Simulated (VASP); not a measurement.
# Si4Cl in VASP: further runs

The runs below take Si4Cl through single point, with PBE+D3(BJ).

Program: VASP 6.6.1. These are calculated values, not measurements. Logs are shortened: lines on timing, memory, paths and dates and some standing lists are left out, and cuts for length are marked.

**1. The cell of the first run**

The cell holds a slab with vacuum, 5 atoms: a = 3.833 Å, b = 3.833 Å, c = 21.008 Å, α = 90.00°, β = 90.00°, γ = 120.00°.

**2. Single point, PBE+D3(BJ), collinear spin**

The input, INCAR:

```
ALGO = Normal
DIPOL = 0.5 0.5 0.327
EDIFF = 1E-6
ENCUT = 400
GGA = PE
GGA_COMPAT = False
IDIPOL = 3
ISIF = 2
ISMEAR = 0
ISPIN = 2
IVDW = 12
LASPH = True
LCHARG = False
LDIPOL = True
LORBIT = 11
LREAL = False
LWAVE = False
MAGMOM = 0 0 0 0 1
NBANDS = 24
NELM = 200
NELMDL = -8
PREC = Accurate
SIGMA = 0.05
```

The input, KPOINTS:

```
k-points
0
Gamma
  9 9 1
```

The input, POSCAR:

```
Si4Cl
1.0
    3.8333442603      0.0000000000      0.0000000000
   -1.9166721302      3.3197735109      0.0000000000
    0.0000000000      0.0000000000     21.0083834853
Si Cl
4 1
Direct
    0.3333333333      0.6666666667      0.1904001801
    0.0000000000      0.0000000000      0.2276461739
    0.0000000000      0.0000000000      0.3452231042
    0.6666666667      0.3333333333      0.3764394101
    0.6666666667      0.3333333333      0.4954395226
```

Potentials or basis: VASP PAW PBE potentials, release 64 (Si, Cl).

Run with:

```sh
> cat potpaw_PBE.64/Si/POTCAR potpaw_PBE.64/Cl/POTCAR > POTCAR
> mpirun -np 1 vasp_std > vasp.out
```

OUTCAR:

```text
EDIFF = 1E-6
   ENCUT = 400
   GGA = PE
   ISIF = 2
   ISMEAR = 0
   ISPIN = 2
   IVDW = 12
   LASPH = True
   LORBIT = 11
   LREAL = False
   NELM = 200
   NELMDL = -8
   PREC = Accurate
 IVDW          = 12

 ion  position               nearest neighbor table
   1  0.333  0.667  0.190-   2 2.35   2 2.35   2 2.35
   2  0.000  0.000  0.228-   1 2.35   1 2.35   1 2.35   3 2.47
   3  0.000  0.000  0.345-   4 2.31   4 2.31   4 2.31   2 2.47
   4  0.667  0.333  0.376-   3 2.31   3 2.31   3 2.31   5 2.50
   5  0.667  0.333  0.495-   4 2.50

  LATTYP: Found a hexagonal cell.
 ALAT       =     3.8333442603
 C/A-ratio  =     5.4804322437

  Lattice vectors:

 A1 = (   3.8333442603,   0.0000000000,   0.0000000000)
 A2 = (  -1.9166721302,   3.3197735109,   0.0000000000)
 A3 = (   0.0000000000,   0.0000000000,  21.0083834853)

Analysis of symmetry for initial positions (statically):
=====================================================================
 Subroutine PRICEL returns:
 Original cell was already a primitive cell.

 Routine SETGRP: Setting up the symmetry group for a
 hexagonal supercell.

 Subroutine GETGRP returns: Found  6 space group operations
 (whereof  6 operations were pure point group operations)
 out of a pool of 24 trial point group operations.

The static configuration has the point symmetry C_3v.

Analysis of symmetry for dynamics (positions and initial velocities):
=====================================================================
 Subroutine PRICEL returns:
 Original cell was already a primitive cell.

 Routine SETGRP: Setting up the symmetry group for a
 hexagonal supercell.

 Subroutine GETGRP returns: Found  6 space group operations
 (whereof  6 operations were pure point group operations)
 out of a pool of 24 trial point group operations.

The dynamic configuration has the point symmetry C_3v.

Analysis of structural, dynamic, and magnetic symmetry:
=====================================================================
 Subroutine PRICEL returns:
 Original cell was already a primitive cell.

 Routine SETGRP: Setting up the symmetry group for a
 hexagonal supercell.

 Subroutine GETGRP returns: Found  6 space group operations
 (whereof  6 operations were pure point group operations)
 out of a pool of 24 trial point group operations.

The overall configuration has the point symmetry C_3v.

 Subroutine INISYM returns: Found  6 space group operations
 (whereof  6 operations are pure point group operations),
 and found     1 'primitive' translations

[... 127 lines left out ...]

 number of electron      23.0000000 magnetization       1.0000799

 dipolmoment           0.000000      0.000000      0.183560 electrons x Angstroem

 Free energy of the ion-electron system (eV)
  ---------------------------------------------------
  ext. energy  EPLUGINS =         0.00000000
  ---------------------------------------------------
  free energy    TOTEN  =       -22.73530841 eV

  energy without entropy =      -22.73522694  energy(sigma->0) =      -22.73526767

 E-fermi :  -1.8656     XC(G=0):  -4.2783

 val. band max:       -1.9380666283   @ k =   0.0000   0.0000   0.0000
 cond. band min:      -1.8035371488   @ k =   0.0000   0.0000   0.0000
 fundamental gap:      0.1345294795
 Fermi energy:        -1.8656170349

 spin component 1

 k-point     1 :       0.0000    0.0000    0.0000
  band No.  band energies     occupation
      1     -15.4263      1.00000
      2     -13.3214      1.00000
      3     -12.1991      1.00000
      4      -7.2081      1.00000
      5      -4.8427      1.00000
      6      -3.0294      1.00000
[... 301 lines left out ...]
     22       5.2250      0.00000
     23       5.4043      0.00000
 Fermi energy:        -1.8656170349

 spin component 2

 k-point     1 :       0.0000    0.0000    0.0000
  band No.  band energies     occupation
      1     -15.3400      1.00000
      2     -13.1726      1.00000
      3     -12.0295      1.00000
      4      -6.9002      1.00000
      5      -4.5488      1.00000
      6      -2.9547      1.00000
[... 301 lines left out ...]
     22       5.4413      0.00000
     23       5.6713      0.00000
 [bands above 23 left out]

------------------------ aborting loop because EDIFF is reached ----------------------------------------

 vacuum level on the upper side and lower side of the slab       (xc-potential included)         1.268        -1.268

 Edisp (eV)   -1.13973

 E8    (eV) :    -0.4806

  FORCE on cell =-STRESS in cart. coord.  units (eV):
  Direction    XX          YY          ZZ          XY          YZ          ZX
  --------------------------------------------------------------------------------------
  -------------------------------------------------------------------------------------
  Total       1.04681     1.04681    -8.96898    -0.00000     0.00000     0.00000
  in kB       6.27335     6.27335   -53.74956    -0.00000     0.00000     0.00000
  external pressure =      -13.73 kB  Pullay stress =        0.00 kB

 VOLUME and BASIS-vectors are now :
 -----------------------------------------------------------------------------
  energy-cutoff  :      400.00
  volume of cell :      267.35
      direct lattice vectors                 reciprocal lattice vectors
     3.833344260  0.000000000  0.000000000     0.260868822  0.150612684  0.000000000
    -1.916672130  3.319773511  0.000000000     0.000000000  0.301225369  0.000000000
     0.000000000  0.000000000 21.008383485     0.000000000  0.000000000  0.047600045

 POSITION                                       TOTAL-FORCE (eV/Angst)
 -----------------------------------------------------------------------------------
     -0.00000      2.21318      4.00000        -0.000000      0.000000      0.455359
      0.00000      0.00000      4.78248        -0.000000      0.000000      0.085355
      0.00000      0.00000      7.25258        -0.000000      0.000000     -0.671765
      1.91667      1.10659      7.90838        -0.000000      0.000000      3.067369
      1.91667      1.10659     10.40838         0.000000     -0.000000     -2.936317
 -----------------------------------------------------------------------------------
    total drift:                               -0.000000      0.000000     -0.000237

  FREE ENERGIE OF THE ION-ELECTRON SYSTEM (eV)
  ---------------------------------------------------
  free  energy   TOTEN  =       -23.8750359477 eV

  energy  without entropy=      -23.8749544807  energy(sigma->0) =      -23.87499521

 vacuum level on the upper side and lower side of the slab         5.430         2.821

 total charge

# of ion       s       p       d       tot
------------------------------------------
    1        0.790   0.860   0.000   1.650
    2        0.756   0.907   0.000   1.663
    3        0.760   0.940   0.000   1.700
    4        0.759   0.851   0.000   1.610
    5        1.613   3.388   0.000   5.000
--------------------------------------------------
tot          4.678   6.945   0.000  11.624

 magnetization (x)

# of ion       s       p       d       tot
------------------------------------------
    1        0.037   0.189   0.000   0.226
    2        0.003   0.011   0.000   0.015
    3        0.008   0.048   0.000   0.056
    4        0.006   0.008   0.000   0.014
    5        0.001   0.066   0.000   0.067
--------------------------------------------------
tot          0.055   0.323   0.000   0.378
```

stdout:

```text
POSCAR found type information on POSCAR SiCl
 POSCAR found :  2 types and       5 ions
 scaLAPACK will be used
 LDA part: xc-table for (Slater+PW92), standard interpolation
 POSCAR, INCAR and KPOINTS ok, starting setup
 FFT: planning ... GRIDC
 FFT: planning ... GRID_SOFT
 FFT: planning ... GRID
 WAVECAR not read
 entering main loop
```

Wall time 8 min (1 thread of Intel Xeon 8259CL, shared host); peak memory 0.43 GiB.

Results:

```yaml
Free_energy: -23.8750 eV
Largest_force: 3.067 eV/Å
Band_gap_on_the_k_mesh: 0.13 eV
Net_moment: 1.00 μB per cell
Site_moments: Si +0.23, +0.01, +0.06 (each value once); Cl +0.07 μB
Valence_electrons_inside_the_program's_atomic_spheres: Si 1.65, 1.66, 1.70, 1.61; Cl 5.00
Dispersion_energy_per_atom: -0.228 eV
```

Forces on the atoms (eV/Å):
```
Si   0.000  0.000  0.455
Si   0.000  0.000  0.085
Si   0.000  0.000 -0.672
Si   0.000  0.000  3.067
Cl   0.000  0.000 -2.936
```

Levels at points of the mesh, in eV from the valence-band top:
Spin up:
```tsv
k point	band 9	band 10	band 11	band 12	band 13	band 14	band 15	band 16
(0.00, 0.00, 0.00)	-0.45	-0.45	-0.09	-0.09	1.65	2.65	3.23	3.23
```
Spin down:
| k point | band 8 | band 9 | band 10 | band 11 | band 12 | band 13 | band 14 | band 15 |
| --- | --- | --- | --- | --- | --- | --- | --- | --- |
| (0.00, 0.00, 0.00) | -0.31 | -0.31 | 0.00 | 0.00 | 0.13 | 1.82 | 3.06 | 3.33 |

**3. Single point, PBE+D3(BJ), collinear spin**

The input, INCAR:

```
PREC = Accurate
ENCUT = 400
EDIFF = 1E-6
ISMEAR = 0
SIGMA = 0.05
LREAL = F
LASPH = T
NELM = 200
ALGO = Normal
ISIF = 2
LWAVE = F
LCHARG = T
ISPIN = 2
MAGMOM = 0 0 0 0 1
LORBIT = 11
LDIPOL = T
IDIPOL = 3
DIPOL = 0.5 0.5 0.327
GGA = PE
IVDW = 12
LELF = T
LVHAR = T
LVACPOTAV = T
NBANDS = 24
GGA_COMPAT = F
NELMDL = -8
```

The input, KPOINTS:

```
regular mesh
0
Gamma
  9 9 1
```

Edit POSCAR of step 2 so:

```diff
@@ -12,2 +12,2 @@
     0.6666666667      0.3333333333      0.3764394101
-    0.6666666667      0.3333333333      0.4954395226
+    1.0000000000      1.0000000000      0.4954395226
```

Potentials or basis: VASP PAW PBE potentials, release 64 (Si, Cl).

Run with:

```sh
> cat potpaw_PBE.64/Si/POTCAR potpaw_PBE.64/Cl/POTCAR > POTCAR
> mpirun -np 1 vasp_std > vasp.out
```

Run time: 9.4 min. Hardware: 1 thread of Intel Xeon 8259CL, shared host; peak memory 0.43 GiB.

Results (log left out):

* Free energy: -22.6674 eV
* Largest force: 1.489 eV/Å
* Net moment: 0.84 μB per cell
* Site moments: Si +0.15, +0.01, +0.04, +0.03; Cl +0.17 μB
* Valence electrons inside the program's atomic spheres: Si 1.65, 1.66, 1.67, 1.61; Cl 4.97
* Dispersion energy per atom: -0.246 eV

Forces on the atoms (eV/Å):
```
Si   0.000  0.000  0.519
Si   0.000  0.000 -0.185
Si   0.000  0.000  0.042
Si   0.000  0.000  1.113
Cl   0.000  0.000 -1.489
```

Levels at points of the mesh, in eV from the Fermi level:
Spin up:
```csv
k point,band 8,band 9,band 10,band 11,band 12,band 13,band 14,band 15,band 16,band 17
"(0.00, 0.00, 0.00)",-0.54,-0.34,-0.34,-0.07,-0.07,1.79,2.38,2.83,3.18,3.18
```
Spin down:
```csv
k point,band 8,band 9,band 10,band 11,band 12,band 13,band 14,band 15
"(0.00, 0.00, 0.00)",-0.22,-0.22,-0.12,0.08,0.08,1.96,2.53,3.09
```

Caveat: a moment this small can come from the mesh or the smearing.

**4. Single point, PBE+D3(BJ), collinear spin**

Edit INCAR of step 3 so:

```diff
@@ -11,3 +11,3 @@
 LWAVE = F
-LCHARG = T
+LCHARG = F
 ISPIN = 2
@@ -20,5 +20,2 @@
 IVDW = 12
-LELF = T
-LVHAR = T
-LVACPOTAV = T
 NBANDS = 24
```

KPOINTS is that of step 3.

Edit POSCAR of step 3 so:

```diff
@@ -12,2 +12,2 @@
     0.6666666667      0.3333333333      0.3764394101
-    1.0000000000      1.0000000000      0.4954395226
+    1.3333333333      0.6666666667      0.4954395226
```

Run with:

```sh
> cat potpaw_PBE.64/Si/POTCAR potpaw_PBE.64/Cl/POTCAR > POTCAR
> mpirun -np 1 vasp_std > vasp.out
```

Wall time 9.4 min (1 thread of Intel Xeon 8259CL, shared host); peak memory 0.43 GiB.

The run converged. Its results:

- Free energy: -22.7205 eV
- Largest force: 1.517 eV/Å
- Band gap on the k mesh: zero (filled and empty bands overlap)
- Net moment: 1.00 μB per cell
- Site moments: Si +0.18, +0.01, +0.04 (each value once); Cl +0.22 μB
- Valence electrons inside the program's atomic spheres: Si 1.65, 1.66, 1.69, 1.60; Cl 4.96
- Dispersion energy per atom: -0.247 eV

Forces in eV/Å, atoms in the order of the input:
```
Si   0.000  0.000  0.480
Si   0.000  0.000 -0.051
Si   0.000  0.000 -0.252
Si   0.000  0.000  1.340
Cl   0.000  0.000 -1.517
```

Levels at points of the mesh, in eV from the Fermi level:
Spin up:
| k point | band 8 | band 9 | band 10 | band 11 | band 12 | band 13 | band 14 | band 15 | band 16 | band 17 |
| --- | --- | --- | --- | --- | --- | --- | --- | --- | --- | --- |
| (0.00, 0.00, 0.00) | -0.47 | -0.27 | -0.27 | -0.19 | -0.19 | 1.70 | 2.63 | 2.82 | 3.33 | 3.33 |
Spin down:
```tsv
k point	band 7	band 8	band 9	band 10	band 11	band 12	band 13	band 14	band 15	band 16
(0.00, 0.00, 0.00)	-0.83	-0.12	-0.12	-0.01	0.06	0.06	1.86	2.82	3.13	3.41
```

**5. The runs side by side**

```tsv
cell	gap on the mesh (eV)	moment (μB)	largest force (eV/Å)
as given, atomic positions A	0.13	1.00	3.07
as given, atomic positions B	none	0.84	1.49
as given, atomic positions C	none	1.00	1.52
```

Alike in all rows: task single point; level PBE+D3(BJ); potentials or basis VASP PAW PBE potentials, release 64 (Si, Cl); spin collinear; k mesh 9 × 9 × 1; cutoff (eV) 400; smearing gaussian 0.05 eV.

Caveats: a moment this small can come from the mesh or the smearing (at least some runs).

Absolute energies hang on the potentials; compare differences alone.

The gap in the log of VASP goes by the Fermi energy; the results here count the filled bands.